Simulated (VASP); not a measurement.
Input of a VASP 6.6.1 run:

Contents of INCAR:

```
PREC     = Accurate       # precision mode
ENCUT    = 660            # plane-wave cutoff, eV
EDIFF    = 1E-8           # SCF threshold, eV
ISMEAR   = 0              # smearing method
SIGMA    = 0.01           # smearing width, eV
LREAL    = F              # projectors in reciprocal space
LASPH    = T              # aspherical terms in the spheres
NELM     = 120            # most SCF steps
ALGO     = Normal         # electronic algorithm
ISIF     = 3              # what is computed and relaxed
LWAVE    = F              # write WAVECAR
LCHARG   = T              # write CHGCAR
METAGGA  = R2SCAN         # meta-GGA
LMIXTAU  = T            
NBANDS   = 11             # bands
IBRION   = 6              # ionic algorithm
NFREE    = 2            
POTIM    = 0.015          # step
NSW      = 1              # ionic steps
GGA_COMPAT= F
```

The input KPOINTS:

```
Automatic mesh
0
Gamma
  6 6 6
```

The input POSCAR:

```
Mg2Si
1.0
    0.0000000000      3.0322377451      3.0322377451
    3.0322377451      0.0000000000      3.0322377451
    3.0322377451      3.0322377451      0.0000000000
Mg Si
2 1
Direct
    0.2500000000      0.2500000000      0.2500000000
    0.7500000000      0.7500000000      0.7500000000
    0.0000000000      0.0000000000      0.0000000000
```

Potentials or basis: VASP PAW PBE potentials, release 64 (Mg, Si).

Launch:

```sh
$ cat potpaw_PBE.64/Mg/POTCAR potpaw_PBE.64/Si/POTCAR > POTCAR
$ mpirun -np 1 vasp_std > vasp.out
```

Question: Predict the elastic constants C11, C12, C44.

Answer: 167, 45, 67 GPa.

Question: Predict the Voigt bulk modulus.

Answer: 86 GPa.

Question: What does it give for the highest phonon frequency at Γ?

Answer: 355 cm⁻¹.

Clamped-ion elastic tensor (GPa):
```
167  45  45   0   0   0
 45 167  45   0   0   0
 45  45 167   0   0   0
  0   0   0  77   0   0
  0   0   0   0  77   0
  0   0   0   0   0  77
```

Caveat: the cell is under stress, which shifts elastic constants; the PAW data sets were made with another functional, which shifts forces and pressure a little.
